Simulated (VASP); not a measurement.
BAs, 2 atoms in the cell. The structure is cubic, space group F-43m (No. 216). Conventional cell: a = 4.809 Å, b = 4.809 Å, c = 4.809 Å, α = 90.00°, β = 90.00°, γ = 90.00°. B (site symmetry -43m) has 4 As at 2.08 Å within 2.8 Å. As (site symmetry -43m) has 4 B at 2.08 Å within 2.8 Å. 

- Program: VASP 6.6.1
- Task: relaxation of cell and atoms
- Functional: PBE
- Potentials or basis: VASP PAW PBE potentials, release 64 (B, As)
- Cutoff: 600 eV
- k mesh: 10 × 10 × 10
- Occupations: gaussian, width 0.01 eV
- Spin: no spin polarisation
- Dipole correction: no
- Further INCAR settings: ALGO = Normal; EDIFF = 1e-07; IBRION = 2; EDIFFG = -0.001; NSW = 80; ISIF = 3

Potentials or basis: VASP PAW PBE potentials, release 64 (B, As).

Run with:

```sh
$ cat potpaw_PBE.64/B/POTCAR potpaw_PBE.64/As/POTCAR > POTCAR
$ mpirun -np 1 vasp_std > vasp.out
```

Hardware: 1 thread of AMD EPYC 9R45 96-Core Processor (Zen 5) (shared host).

Problem. Estimate the wall time of this run.

Solution. Wall time 22 s on 1 thread of AMD EPYC 9R45 96-Core Processor (Zen 5), on a shared host, peak memory 0.14 GiB. Counts: scf iterations 27, k points 47, ion steps 4.
